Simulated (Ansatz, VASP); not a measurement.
**Al in VASP and in Ansatz**

INCAR

```
PREC = Accurate
ENCUT = 520
EDIFF = 1E-7
ISMEAR = 0
SIGMA = 0.15
LREAL = F
LASPH = T
NELM = 60
ALGO = Normal
ISIF = 2
LWAVE = F
LCHARG = T
GGA = PS
IVDW = 12
LELF = T
LVHAR = T
NBANDS = 14
```

Contents of KPOINTS:

```
regular mesh
0
Gamma
  18 18 6
```

File POSCAR:

```
Al
1.0
    2.7450104144      0.0000000000      0.0000000000
   -1.3725052072      2.3772487525      0.0000000000
    0.0000000000      0.0000000000      9.7609825325
Al
4
Direct
    0.0000000000      0.0000000000      0.0000000000
    0.3333333333      0.6666666667      0.2500000000
    0.0000000000      0.0000000000      0.5000000000
    0.6666666667      0.3333333333      0.7500000000
```

Input for Ansatz:

```yaml
crystal:
  lattice:
    - [2.7450104144, 0.0, 0.0]
    - [-1.3725052072, 2.3772487525, 0.0]
    - [0.0, 0.0, 9.7609825325]
  atoms:
    - { symbol: Al, position: [0.0, 0.0, 0.0] }
    - { symbol: Al, position: [0.3333333333, 0.6666666667, 0.25] }
    - { symbol: Al, position: [0.0, 0.0, 0.5] }
    - { symbol: Al, position: [0.6666666667, 0.3333333333, 0.75] }
basis:
  ecutwfc: 420
kpoints:
  mp_grid: { grid: [18, 18, 6] }
hamiltonian:
  xc: pbesol
  pseudopotentials: { kind: paw, azcp: { folder: soft_1 } }
  dispersion: d3bj
scf:
  occupations: { method: gaussian, width: 0.15 }
output:
  forces: true
  stress: true
  eigenvalues: true
```

Alike in both runs: task single point; functional PBEsol; dispersion D3(BJ); k mesh 18 × 18 × 6; occupations gaussian, width 0.15 eV; no spin polarisation.

|  | VASP | Ansatz |
| --- | --- | --- |
| version | VASP 6.6.1 | Ansatz 0.2.0 |
| potentials or method | VASP PAW PBE potentials, release 64 (Al), cutoff 520 eV | scalar-relativistic, plane waves, PAW |
| valence electrons in the cell | 12 | 12 |

Ansatz gave:

```
gap on the k mesh at the Fermi level (eV)                     : none
pressure (GPa)                                                : -0.8
traceless stress, the component that is largest in VASP (GPa) : -4.50
```

What did VASP give for the same quantities?

gap on the k mesh at the Fermi level (eV): none; pressure (GPa): -0.8; traceless stress, the component that is largest in VASP (GPa): -4.54.

VASP's potentials were made for PBE, not for PBEsol, and Ansatz warns of the same on its side. A gap of «none» marks a metal or a gap that the smearing closes.
